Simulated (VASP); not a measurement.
# Ge2Sb2Te5 (P-3m1) in VASP: further runs

The runs below take Ge2Sb2Te5 through single point, with PBE.

Program: VASP 6.6.1. These are calculated values, not measurements. Logs are shortened: lines on timing, memory, paths and dates and some standing lists are left out, and cuts for length are marked.

## (1) The cell of the first run

It takes space group P-3m1 (No. 164, trigonal). Conventional cell: a = 4.082 Å, b = 4.082 Å, c = 20.789 Å, α = 90.00°, β = 90.00°, γ = 120.00°. Ge (site symmetry 3m) has 6 Te at 2.86 to 3.47 Å within 3.8 Å. Within 4.1 Å of Sb (site symmetry 3m) lie 6 Te at 3.09 to 3.31 Å and 6 Sb at 4.08 Å. Te (site symmetry -3m) has 6 Sb at 3.31 Å and 6 Te at 4.08 Å within 4.4 Å. Within 4.1 Å of Te (site symmetry 3m) lie 3 Sb at 3.09 Å and 3 Ge at 3.47 Å and 6 Te at 4.08 Å. Within 3.8 Å of Te (site symmetry 3m) lie 3 Ge at 2.86 Å.

## (2) Single point, PBE (33.34 Å³/atom)

INCAR reads:

```
SYSTEM = Ge2Sb2Te5
PREC = Accurate
ENCUT = 520
EDIFF = 1E-6
ISMEAR = 0
SIGMA = 0.03
LREAL = .FALSE.
LASPH = .TRUE.
NELM = 80
ALGO = Normal
ISIF = 2
LWAVE = .FALSE.
LCHARG = .FALSE.
GGA = PE
NBANDS = 44
```

KPOINTS reads:

```
regular mesh
0
G
  12 12 2
  0 0 0
```

POSCAR reads:

```
Ge2Sb2Te5
1.0
    4.0821417495      0.0000000000      0.0000000000
   -2.0410708747      3.5352384569      0.0000000000
    0.0000000000      0.0000000000     20.7891232876
Ge Sb Te
2 2 5
Direct
    0.0000000000      0.0000000000      0.3313200918
    0.0000000000      0.0000000000      0.6686799082
    0.3333333333      0.6666666667      0.1120971408
    0.6666666667      0.3333333333      0.8879028592
    0.0000000000      0.0000000000      0.0000000000
    0.3333333333      0.6666666667      0.7914345914
    0.6666666667      0.3333333333      0.2085654086
    0.3333333333      0.6666666667      0.4096023866
    0.6666666667      0.3333333333      0.5903976134
```

Potentials or basis: VASP PAW PBE potentials, release 64 (Ge_d, Sb, Te).

Started as:

```bash
$ cat potpaw_PBE.64/Ge_d/POTCAR potpaw_PBE.64/Sb/POTCAR potpaw_PBE.64/Te/POTCAR > POTCAR
$ mpirun -np 1 vasp_std > vasp.out
```

OUTCAR:

```text
SYSTEM = Ge2Sb2Te5
   PREC = Accurate
   ENCUT = 520
   EDIFF = 1E-6
   ISMEAR = 0
   LREAL = .FALSE.
   LASPH = .TRUE.
   NELM = 80
   ISIF = 2
   GGA = PE

 ion  position               nearest neighbor table
   1  0.000  0.000  0.331-   8 2.86   8 2.86   8 2.86
   2  0.000  0.000  0.669-   9 2.86   9 2.86   9 2.86
   3  0.333  0.667  0.112-   7 3.09   7 3.09   7 3.09   5 3.31   5 3.31   5 3.31
   4  0.667  0.333  0.888-   6 3.09   6 3.09   6 3.09   5 3.31   5 3.31   5 3.31
   5  0.000  0.000  0.000-   3 3.31   4 3.31   3 3.31   4 3.31   4 3.31   3 3.31
   6  0.333  0.667  0.791-   4 3.09   4 3.09   4 3.09
   7  0.667  0.333  0.209-   3 3.09   3 3.09   3 3.09
   8  0.333  0.667  0.410-   1 2.86   1 2.86   1 2.86
   9  0.667  0.333  0.590-   2 2.86   2 2.86   2 2.86

  LATTYP: Found a hexagonal cell.
 ALAT       =     4.0821417495
 C/A-ratio  =     5.0927000000

  Lattice vectors:

 A1 = (   4.0821417495,   0.0000000000,   0.0000000000)
 A2 = (  -2.0410708747,   3.5352384569,   0.0000000000)
 A3 = (   0.0000000000,   0.0000000000,  20.7891232876)

Analysis of symmetry for initial positions (statically):
=====================================================================
 Subroutine PRICEL returns:
 Original cell was already a primitive cell.

 Routine SETGRP: Setting up the symmetry group for a
 hexagonal supercell.

 Subroutine GETGRP returns: Found 12 space group operations
 (whereof 12 operations were pure point group operations)
 out of a pool of 24 trial point group operations.

The static configuration has the point symmetry D_3d.

Analysis of symmetry for dynamics (positions and initial velocities):
=====================================================================
 Subroutine PRICEL returns:
 Original cell was already a primitive cell.

 Routine SETGRP: Setting up the symmetry group for a
 hexagonal supercell.

 Subroutine GETGRP returns: Found 12 space group operations
 (whereof 12 operations were pure point group operations)
 out of a pool of 24 trial point group operations.

The dynamic configuration has the point symmetry D_3d.

 Subroutine INISYM returns: Found 12 space group operations
 (whereof 12 operations are pure point group operations),
 and found     1 'primitive' translations

----------------------------------------------------------------------------------------

                                     Primitive cell

  volume of cell :     300.0150

  direct lattice vectors                    reciprocal lattice vectors
     4.082141749  0.000000000  0.000000000     0.244969445  0.141433175  0.000000000
    -2.041070875  3.535238457  0.000000000     0.000000000  0.282866350  0.000000000
     0.000000000  0.000000000 20.789123288     0.000000000  0.000000000  0.048102077

  length of vectors
     4.082141749  4.082141749 20.789123288     0.282866350  0.282866350  0.048102077

  position of ions in fractional coordinates (direct lattice)
     0.000000000  0.000000000  0.331320092
     0.000000000  0.000000000  0.668679908
     0.333333333  0.666666667  0.112097141
     0.666666667  0.333333333  0.887902859
     0.000000000  0.000000000  0.000000000
     0.333333333  0.666666667  0.791434591
     0.666666667  0.333333333  0.208565409
     0.333333333  0.666666667  0.409602387
     0.666666667  0.333333333  0.590397613

  ion indices of the primitive-cell ions
   primitive index   ion index
                 1           1
                 2           2
                 3           3
                 4           4
                 5           5
                 6           6
                 7           7
                 8           8
                 9           9

----------------------------------------------------------------------------------------

 KPOINTS: regular mesh

Automatic generation of k-mesh.
 Grid dimensions read from file:
 generate k-points for:   12   12    2

 Generating k-lattice:

  Cartesian coordinates                     Fractional coordinates (reciprocal lattice)
     0.020414120  0.011786098  0.000000000     0.083333333  0.000000000  0.000000000
     0.000000000  0.023572196  0.000000000     0.000000000  0.083333333  0.000000000
     0.000000000  0.000000000  0.024051038     0.000000000  0.000000000  0.500000000

  Length of vectors
     0.023572196  0.023572196  0.024051038

  Shift w.r.t. Gamma in fractional coordinates (k-lattice)
     0.000000000  0.000000000  0.000000000

 Subroutine IBZKPT returns following result:
 ===========================================

 Found     38 irreducible k-points:

 Following reciprocal coordinates:
            Coordinates               Weight
  0.000000  0.000000  0.000000      1.000000
  0.083333  0.000000  0.000000      6.000000
  0.166667  0.000000  0.000000      6.000000
  0.250000  0.000000  0.000000      6.000000
  0.333333  0.000000  0.000000      6.000000
  0.416667  0.000000  0.000000      6.000000
[... 16 lines left out ...]
  0.250000  0.000000  0.500000      6.000000
  0.333333  0.000000  0.500000      6.000000
 [... further k-points ...]
   k-points           NKPTS =     38   k-points in BZ     NKDIM =     38   number of bands    NBANDS=     44
   number of dos      NEDOS =    301   number of ions     NIONS =      9
   total plane-waves  NPLWV = 144000
   dimension x,y,z NGX =    30 NGY =   30 NGZ =  160
   dimension x,y,z NGXF=    60 NGYF=   60 NGZF=  320
   ions per type =               2   2   5
   NGX,Y,Z   is equivalent  to a cutoff of  12.22, 12.22, 12.79 a.u.
   NGXF,Y,Z  is equivalent  to a cutoff of  24.44, 24.44, 25.59 a.u.
 SYSTEM =  Ge2Sb2Te5
   PREC   = accura    normal or accurate (medium, high low for compatibility)
   ISTART =      0    job   : 0-new  1-cont  2-samecut
   ICHARG =      2    charge: 1-file 2-atom 10-const
   ISPIN  =      1    spin polarized calculation?
   LNONCOLLINEAR =      F non collinear calculations
   LSORBIT =      F    spin-orbit coupling
   LASPH  =      T    aspherical Exc in radial PAW
   ENCUT  =  520.0 eV  38.22 Ry    6.18 a.u.   7.59  7.59 38.65*2*pi/ulx,y,z
   NELM   =     80;   NELMIN=  2; NELMDL= -5     # of ELM steps
   EDIFF  = 0.1E-05   stopping-criterion for ELM
   LREAL  =      F    real-space projection
   EDIFFG = 0.1E-04   stopping-criterion for IOM
   NSW    =      0    number of steps for IOM
   IBRION =     -1    ionic relax: 0-MD 1-quasi-New 2-CG
   NFREE  =      0    steps in history (QN), initial steepest desc. (CG)
   ISIF   =      2    stress and relaxation
   ISYM   =      2    0-nonsym 1-usesym 2-fastsym
   POTIM  = 0.5000    time-step for ionic-motion
   TEBEG  =    0.0;   TEEND  =   0.0 temperature during run
   PSTRESS=    0.0 pullay stress
   NELECT =      68.0000    total number of electrons
   NUPDOWN=      -1.0000    fix difference up-down
   EMIN   =  10.00;   EMAX   =-10.00  energy-range for DOS
   EFERMI =   0.00;   METHOD = LEGACY
   ISMEAR =     0;   SIGMA  =   0.03  broadening in eV -4-tet -1-fermi 0-gaus
   EFERMI_NEDOS =   21; number of points for ismear=-14 and -15
   IALGO  =     38    algorithm
   IMIX   =      4    mixing-type and parameters
     AMIX     =   0.40;   BMIX     =  1.00
     AMIX_MAG =   1.60;   BMIX_MAG =  1.00
  volume/ion in A,a.u.               =      33.34       224.96
  Fermi-wavevector in a.u.,A,eV,Ry     =   0.998152  1.886234 13.555594  0.996308
  Thomas-Fermi vector in A             =   2.130357
   LORBIT       =      0    0 simple, 1 ext, 2 COOP (PROOUT), +10 PAW based schemes
   GGA     = PE    functional components
   LHFCALC =     F    Hartree Fock is set to
   AEXX    =    0.0000 exact exchange contribution
   IVDW    =     0    specifies the selected vdW correction
   LEPSILON=     F    determine dielectric tensor
   LRPA    =     F    only Hartree local field effects (RPA)
 non-spin polarized calculation
 Gauss-broadening in eV      SIGMA  =   0.03
  energy-cutoff  :      520.00
  volume of cell :      300.02
 maximum number of plane-waves:      8131
   NGX = 15   NGY = 15   NGZ = 77

 number of electron      67.9999970 magnetization

 Free energy of the ion-electron system (eV)
  ---------------------------------------------------
  ext. energy  EPLUGINS =         0.00000000
  ---------------------------------------------------
  free energy    TOTEN  =       -33.08284438 eV

  energy without entropy =      -33.08085717  energy(sigma->0) =      -33.08185077

 E-fermi :   5.0332     XC(G=0):  -8.9731

 val. band max:        5.0131540550   @ k =   0.0833   0.0833   0.5000
 cond. band min:       5.0367462707   @ k =   0.3333   0.0000   0.5000
 fundamental gap:      0.0235922157
 Fermi energy:         5.0331842402

 k-point     1 :       0.0000    0.0000    0.0000
  band No.  band energies     occupation
      1     -19.5890      2.00000
      2     -19.5890      2.00000
      3     -19.5890      2.00000
      4     -19.5890      2.00000
      5     -19.5756      2.00000
      6     -19.5756      2.00000
[... 36 lines left out ...]
     43       7.5777      0.00000
     44       7.7031      0.00000

 k-point     2 :       0.0833    0.0000    0.0000
  band No.  band energies     occupation
      1     -19.5891      2.00000
      2     -19.5891      2.00000
      3     -19.5888      2.00000
      4     -19.5888      2.00000
      5     -19.5757      2.00000
      6     -19.5757      2.00000
[... 36 lines left out ...]
     43       7.7378      0.00000
     44       7.7771      0.00000

 k-point     3 :       0.1667    0.0000    0.0000
  band No.  band energies     occupation
      1     -19.5894      2.00000
      2     -19.5894      2.00000
      3     -19.5881      2.00000
      4     -19.5881      2.00000
      5     -19.5762      2.00000
      6     -19.5762      2.00000
[... 976 lines left out ...]
     43       8.1600      0.00000
     44       8.2968      0.00000

 k-point    24 :       0.3333    0.0000    0.5000
  band No.  band energies     occupation
      1     -19.5901      2.00000
      2     -19.5901      2.00000
      3     -19.5862      2.00000
      4     -19.5862      2.00000
      5     -19.5773      2.00000
      6     -19.5773      2.00000
[... 36 lines left out ...]
     43       8.0479      0.00000
     44       8.1973      0.00000

 [... further k-points ...]

------------------------ aborting loop because EDIFF is reached ----------------------------------------

  FORCE on cell =-STRESS in cart. coord.  units (eV):
  Direction    XX          YY          ZZ          XY          YZ          ZX
  --------------------------------------------------------------------------------------
  -------------------------------------------------------------------------------------
  Total       -0.3609014     -0.3609014    -11.4407428     -0.0000000     -0.0000000     -0.0000000
  in kB       -1.9273305     -1.9273305    -61.0972745     -0.0000000     -0.0000000     -0.0000000
  external PRESSURE =     -21.6506452 kB  Pullay stress =       0.0000000 kB

 VOLUME and BASIS-vectors are now :
 -----------------------------------------------------------------------------
  energy-cutoff  :      520.00
  volume of cell :      300.02
      direct lattice vectors                 reciprocal lattice vectors
     4.082141749  0.000000000  0.000000000     0.244969445  0.141433175  0.000000000
    -2.041070875  3.535238457  0.000000000     0.000000000  0.282866350  0.000000000
     0.000000000  0.000000000 20.789123288     0.000000000  0.000000000  0.048102077

 POSITION                                       TOTAL-FORCE (eV/Angst)
 -----------------------------------------------------------------------------------
      0.00000      0.00000      6.88785        -0.000000      0.000000      0.693402
      0.00000      0.00000     13.90127         0.000000     -0.000000     -0.693402
     -0.00000      2.35683      2.33040         0.000000     -0.000000      0.225588
      2.04107      1.17841     18.45872        -0.000000      0.000000     -0.225588
      0.00000      0.00000      0.00000        -0.000000      0.000000      0.000000
     -0.00000      2.35683     16.45323        -0.000000      0.000000      0.844696
      2.04107      1.17841      4.33589         0.000000     -0.000000     -0.844696
     -0.00000      2.35683      8.51527         0.000000     -0.000000     -0.830302
      2.04107      1.17841     12.27385        -0.000000      0.000000      0.830302
 -----------------------------------------------------------------------------------
    total drift:                                0.000000      0.000000      0.000000

  FREE ENERGIE OF THE ION-ELECTRON SYSTEM (eV)
  ---------------------------------------------------
  free  energy   TOTEN  =       -33.0828443777 eV

  energy  without entropy=      -33.0808571693  energy(sigma->0) =      -33.08185077
```

It took 14 min on 1 thread of Intel Xeon 6975P-C (Granite Rapids), shared host; peak memory 0.66 GiB.

Results:

* Free energy: -33.0828 eV
* Pressure: -2.2 GPa
* Largest force: 0.845 eV/Å
* Band gap on the k mesh: zero (bands 34 and 35 overlap by 0.60 eV)

Forces on the atoms (eV/Å):
```
Ge   0.000  0.000  0.693
Ge   0.000  0.000 -0.693
Sb   0.000  0.000  0.226
Sb   0.000  0.000 -0.226
Te   0.000  0.000  0.000
Te   0.000  0.000  0.845
Te   0.000  0.000 -0.845
Te   0.000  0.000 -0.830
Te   0.000  0.000  0.830
```

Caveat: the stress differs along the axes, from -6 to -0 GPa; spin-orbit coupling is left out, which moves the levels of the heavy elements; this functional lacks dispersion, which binds layers or chains, so the pressure and a relaxed spacing across them are unreliable.

## (3) Single point, PBE (35.02 Å³/atom)

This run uses another cell than the first one, of 35.02 Å³/atom.

INCAR reads:

```
PREC     = Accurate       # precision mode
ENCUT    = 520            # plane-wave cutoff, eV
EDIFF    = 1E-7           # SCF threshold, eV
ISMEAR   = 0              # smearing method
SIGMA    = 0.03           # smearing width, eV
LREAL    = F              # projectors in reciprocal space
LASPH    = T              # aspherical terms in the spheres
NELM     = 100            # most SCF steps
ALGO     = Normal         # electronic algorithm
ISIF     = 2              # what is computed and relaxed
LWAVE    = F              # write WAVECAR
LCHARG   = T              # write CHGCAR
GGA      = PE             # functional
LELF     = T              # ELF
LVHAR    = T            
NBANDS   = 44             # bands
```

KPOINTS reads:

```
Automatic mesh
0
Gamma
  12 12 2
```

POSCAR, as its differences from that of step 2:

```diff
@@ -2,5 +2,5 @@
 1.0
-    4.0821417495      0.0000000000      0.0000000000
-   -2.0410708747      3.5352384569      0.0000000000
-    0.0000000000      0.0000000000     20.7891232876
+    4.4994617285      0.0000000000      0.0000000000
+   -2.2497308642      3.8966481602      0.0000000000
+    0.0000000000      0.0000000000     17.9775993361
 Ge Sb Te
```

Potentials or basis: VASP PAW PBE potentials, release 64 (Ge_d, Sb, Te).

Started as:

```bash
$ cat potpaw_PBE.64/Ge_d/POTCAR potpaw_PBE.64/Sb/POTCAR potpaw_PBE.64/Te/POTCAR > POTCAR
$ mpirun -np 1 vasp_std > vasp.out
```

Wall time 6.1 min (1 thread of Intel Xeon 6975P-C (Granite Rapids), shared host); peak memory 0.74 GiB.

The run converged. Its results:

| Property | Result |
| --- | --- |
| Free energy | -33.3776 eV |
| Pressure | -3.8 GPa |
| Largest force | 0.390 eV/Å |
| Band gap on the k mesh | 0.08 eV (least direct gap 0.10 eV) |

Forces in eV/Å, atoms in the order of the input:
```
Ge   0.000  0.000  0.298
Ge   0.000  0.000 -0.298
Sb   0.000  0.000  0.152
Sb   0.000  0.000 -0.152
Te   0.000  0.000  0.000
Te   0.000  0.000  0.390
Te   0.000  0.000 -0.390
Te   0.000  0.000 -0.314
Te   0.000  0.000  0.314
```

Stress tensor (GPa, compression positive):
```
-4.46  0.00  0.00
 0.00 -4.46  0.00
 0.00  0.00 -2.49
```

Levels at points of the mesh, in eV from the valence-band top:
```csv
k point,band 32,band 33,band 34,band 35,band 36,band 37
"(0.00, 0.00, 0.00)",-1.18,-1.18,-0.30,0.15,0.15,0.27
"(0.50, 0.00, 0.00)",-1.42,-0.94,-0.93,0.49,0.80,0.91
"(0.00, 0.00, 0.50)",-1.21,-1.19,-0.30,0.17,0.17,0.27
"(0.50, 0.00, 0.50)",-1.42,-1.38,-0.49,0.18,0.73,1.25
```

Caveat: the cell stands under tension; semilocal functionals underestimate gaps, and a narrow one can read as zero; spin-orbit coupling is left out, which moves the levels of the heavy elements; this functional lacks dispersion, which binds layers or chains, so the pressure and a relaxed spacing across them are unreliable. A k mesh can miss the band edges.

## (4) Single point, PBE (31.65 Å³/atom)

This run uses another cell than the first one, of 31.65 Å³/atom.

INCAR reads:

```
SYSTEM = Ge2Sb2Te5
  PREC = Accurate
  ENCUT = 520
  EDIFF = 1E-6
  ISMEAR = 0
  SIGMA = 0.03
  LREAL = .FALSE.
  LASPH = .TRUE.
  NELM = 60
  ALGO = Normal
  ISIF = 2
  LWAVE = .FALSE.
  LCHARG = .TRUE.
  GGA = PE
  LELF = .TRUE.
  LVHAR = .TRUE.
  NBANDS = 44
```

KPOINTS reads:

```
regular mesh
0
G
  12 12 2
  0 0 0
```

POSCAR, as its differences from that of step 3:

```diff
@@ -2,5 +2,5 @@
 1.0
-    4.4994617285      0.0000000000      0.0000000000
-   -2.2497308642      3.8966481602      0.0000000000
-    0.0000000000      0.0000000000     17.9775993361
+    4.0120320703      0.0000000000      0.0000000000
+   -2.0060160351      3.4745216937      0.0000000000
+    0.0000000000      0.0000000000     20.4320757246
 Ge Sb Te
```

Started as:

```bash
$ cat potpaw_PBE.64/Ge_d/POTCAR potpaw_PBE.64/Sb/POTCAR potpaw_PBE.64/Te/POTCAR > POTCAR
$ mpirun -np 1 vasp_std > vasp.out
```

It took 11 min on 1 thread of Intel Xeon 6975P-C (Granite Rapids), shared host; peak memory 0.63 GiB.

The run converged. Its results:

* Free energy: -33.2009 eV
* Pressure: -0.3 GPa
* Largest force: 0.487 eV/Å
* Band gap on the k mesh: zero (bands 34 and 35 overlap by 0.80 eV)

Forces on the atoms (eV/Å):
```
Ge   0.000  0.000  0.393
Ge   0.000  0.000 -0.393
Sb   0.000  0.000  0.007
Sb   0.000  0.000 -0.007
Te   0.000  0.000  0.000
Te   0.000  0.000  0.426
Te   0.000  0.000 -0.426
Te   0.000  0.000 -0.487
Te   0.000  0.000  0.487
```

Stress tensor (GPa, compression positive):
```
 1.52  0.00  0.00
 0.00  1.52  0.00
 0.00  0.00 -3.90
```

Levels at points of the mesh, in eV from the Fermi level:
| k point | band 32 | band 33 | band 34 | band 35 | band 36 | band 37 |
| --- | --- | --- | --- | --- | --- | --- |
| (0.00, 0.00, 0.00) | -0.21 | -0.21 | 0.64 | 1.14 | 1.23 | 1.23 |
| (0.50, 0.00, 0.00) | -1.47 | -1.10 | -1.01 | -0.16 | 0.70 | 1.10 |
| (0.00, 0.00, 0.50) | -0.21 | 0.07 | 0.23 | 1.23 | 1.23 | 1.24 |
| (0.50, 0.00, 0.50) | -1.97 | -1.00 | -0.77 | -0.03 | 0.53 | 1.07 |

Caveat: the stress differs along the axes, from -4 to 2 GPa; spin-orbit coupling is left out, which moves the levels of the heavy elements; this functional lacks dispersion, which binds layers or chains, so the pressure and a relaxed spacing across them are unreliable.

(Continued in part 2 of 2.)

The gap in the log of VASP goes by the Fermi energy; the results here count the filled bands.